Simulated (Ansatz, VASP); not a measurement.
## CsTl: VASP beside Ansatz

File INCAR:

```
  PREC = Accurate
  ENCUT = 520
  EDIFF = 1E-6
  ISMEAR = 0
  SIGMA = 0.1
  LREAL = False
  LASPH = True
  NELM = 80
  ALGO = Fast
  ISIF = 2
  LWAVE = False
  LCHARG = False
  GGA = PE
  NBANDS = 18
```

Contents of KPOINTS:

```
regular mesh
0
Gamma
  12 12 12
```

POSCAR

```
CsTl
1.0
    4.7550630709      0.0000000000      0.0000000000
    0.0000000000      4.7550630709      0.0000000000
    0.0000000000      0.0000000000      4.7550630709
Cs Tl
1 1
Direct
    0.5000000000      0.5000000000      0.5000000000
    0.0000000000      0.0000000000      0.0000000000
```

Input for Ansatz:

```yaml
crystal:
  lattice:
    - [4.7550630709, 0.0, 0.0]
    - [0.0, 4.7550630709, 0.0]
    - [0.0, 0.0, 4.7550630709]
  atoms:
    - { symbol: Cs, position: [0.5, 0.5, 0.5] }
    - { symbol: Tl, position: [0.0, 0.0, 0.0] }
basis:
  ecutwfc: 420
kpoints:
  mp_grid: { grid: [12, 12, 12] }
hamiltonian:
  xc: pbe
scf:
  occupations: { method: gaussian, width: 0.1 }
output:
  forces: true
  stress: true
  eigenvalues: true
```

Alike in both runs: task single point; functional PBE; k mesh 12 × 12 × 12; occupations gaussian, width 0.1 eV; no spin polarisation.

```csv
,VASP,Ansatz
version,VASP 6.6.1,Ansatz 0.2.0
potentials or method,"VASP PAW PBE potentials, release 64 (Cs_sv, Tl_d), cutoff 520 eV","scalar-relativistic, plane waves, PAW"
valence electrons in the cell,22,22
```

|  | VASP | Ansatz | Ansatz less VASP |
| --- | --- | --- | --- |
| gap on the k mesh at the Fermi level (eV) | none | none | - |
| pressure (GPa) | -0.4 | -0.4 | +0.01 |

A gap of «none» marks a metal or a gap that the smearing closes.

Spin-orbit coupling is off throughout.
